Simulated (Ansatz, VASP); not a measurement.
CuP6 in VASP and in Ansatz

```
CELL_PARAMETERS angstrom
5.78837 0.00000 0.00000
0.00000 5.78837 0.00000
0.00000 0.00000 5.78837
ATOMIC_POSITIONS crystal
Cu 0.00000 0.00000 0.00000
P 0.17458 0.50000 0.50000
P 0.50000 0.17458 0.50000
P 0.82542 0.50000 0.50000
P 0.50000 0.82542 0.50000
P 0.50000 0.50000 0.17458
P 0.50000 0.50000 0.82542
```

Change from the starting cell: species swapped into the SiB6 type (Pm-3m, No. 221).

Alike in both runs: functional PBE; k mesh 8 × 8 × 8; occupations gaussian, width 0.1 eV; no spin polarisation.

Ansatz relaxed the structure, and its values are those at the end. VASP's run is a single point on that final structure, the one shown.

```csv
,VASP,Ansatz
version,VASP 6.6.1,Ansatz 0.2.0
potentials or method,"VASP PAW PBE potentials, release 64 (Cu, P), cutoff 520 eV","scalar-relativistic, plane waves, PAW"
valence electrons in the cell,41,49
```

Ansatz gave:

* gap on the k mesh at the Fermi level (eV): none
* pressure (GPa): 0.0
* rms of the force components (eV/Å): 0.001

Question: What did VASP give for the same quantities?

Answer: gap on the k mesh at the Fermi level (eV): none; pressure (GPa): -0.1; rms of the force components (eV/Å): 0.028.

A gap of «none» marks a metal or a gap that the smearing closes. VASP's potentials hold 41 valence electrons a cell and Ansatz's 49, so a difference there can come from the potentials and not from the codes.
